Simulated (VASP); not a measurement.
# VH2: electric field gradients with LDA

Crystal: VH2.

```
V H
1.0
     0.00000    2.13550    2.13550
     2.13550    0.00000    2.13550
     2.13550    2.13550    0.00000
V H
1 2
Direct
  0.01875 0.99375 0.99375
  0.23125 0.25625 0.25625
  0.75000 0.75000 0.75000
```

This cell differs from its parent crystal: shortest bond scaled by 1.05.

```
Program                : VASP 6.6.1
Task                   : electric field gradients
Functional             : LDA
Potentials or basis    : VASP PAW LDA potentials, release 64 (V_sv, H)
Cutoff                 : 520 eV
k mesh                 : 11 × 11 × 11
Occupations            : fermi-dirac, width 0.05 eV
Spin                   : collinear spin, ferromagnetic start
Starting moments       : [1.5, 0.0, 0.0] μB
Dipole correction      : no
Further INCAR settings : ALGO = Normal; EDIFF = 1e-08; NBANDS = 18
```

The pressure is -15.6 GPa. The largest force is 0.529 eV/Å and the net moment is 0.00 μB per cell. The largest electric field gradient by atom is V +4.0; H -2.7, +1.5 V/Å². The valence electrons inside the program's atomic spheres are V 11.61; H 0.58.

Forces on the atoms (eV/Å):
```
V    0.305 -0.305 -0.305
H   -0.202  0.202  0.202
H   -0.103  0.103  0.103
```

Stress tensor (GPa, compression positive):
```
-15.57   0.43   0.43
  0.43 -15.57  -0.43
  0.43  -0.43 -15.57
```

Levels at points of the mesh, in eV from the Fermi level:
Spin up:
| k point | band 4 | band 5 | band 6 | band 7 | band 8 | band 9 | band 10 | band 11 | band 12 | band 13 |
| --- | --- | --- | --- | --- | --- | --- | --- | --- | --- | --- |
| (0.00, 0.00, 0.00) | -37.90 | -11.19 | -1.09 | -0.97 | -0.97 | 0.72 | 0.72 | 1.53 | 15.86 | 17.06 |
Spin down:
```csv
k point,band 5,band 6,band 7,band 8,band 9,band 10,band 11,band 12
"(0.00, 0.00, 0.00)",-11.19,-1.09,-0.97,-0.97,0.72,0.72,1.53,15.86
```

Electric field gradients, principal values (V/Å²):
| atom | least | middle | greatest (by size) |
| --- | --- | --- | --- |
| 1 V | -2.014 | -2.019 | 4.033 |
| 2 H | 1.356 | 1.356 | -2.712 |
| 3 H | -0.729 | -0.731 | 1.460 |

Run time: 56 s on 1 thread of Intel(R) Xeon(R) Platinum 8259CL CPU @ 2.50GHz (Skylake/Cascade Lake), with other jobs on the host, peak memory 0.19 GiB.

Caveat: the cell differs from its parent crystal (shortest bond scaled by 1.05); the cell stands under tension; without QUAD_EFG the Cq values of the log hold for a quadrupole moment of 1 mb, not for the nuclei.
